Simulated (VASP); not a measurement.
Input of a VASP 6.6.1 run:

File INCAR:

```
SYSTEM = Sb
PREC     = Accurate       ! precision mode
ENCUT    = 520            ! plane-wave cutoff, eV
EDIFF    = 1E-7           ! SCF threshold, eV
ISMEAR   = -1             ! smearing method
SIGMA    = 0.1            ! smearing width, eV
LREAL    = .False.        ! projectors in reciprocal space
LASPH    = .True.         ! aspherical terms in the spheres
NELM     = 80             ! most SCF steps
ALGO     = Normal         ! electronic algorithm
ISIF     = 2              ! what is computed and relaxed
LWAVE    = .False.        ! write WAVECAR
LCHARG   = .False.        ! write CHGCAR
GGA      = PS             ! functional
NBANDS   = 12             ! bands
```

File KPOINTS:

```
Automatic mesh
0
Gamma
  11 11 11
  0 0 0
```

POSCAR

```
Sb
1.0
    0.0000000000      3.4508399558      3.4508399558
    3.4508399558      0.0000000000      3.4508399558
    3.4508399558      3.4508399558      0.0000000000
Sb
2
Direct
    0.0000000000      0.0000000000      0.0000000000
    0.2500000000      0.2500000000      0.2500000000
```

Potentials or basis: VASP PAW PBE potentials, release 64 (Sb).

The run is started by

```console
$ cat potpaw_PBE.64/Sb/POTCAR > POTCAR
$ mpirun -np 1 vasp_std > vasp.out
```

(1) Estimate the pressure.

(2) Predict the band gap on the k mesh.

Results:

(1) -0.4 GPa.

(2) zero (bands 5 and 6 overlap by 0.85 eV).

Caveat: the PAW data sets were made with another functional, which shifts forces and pressure a little; spin-orbit coupling is left out, which moves the levels of the heavy elements.
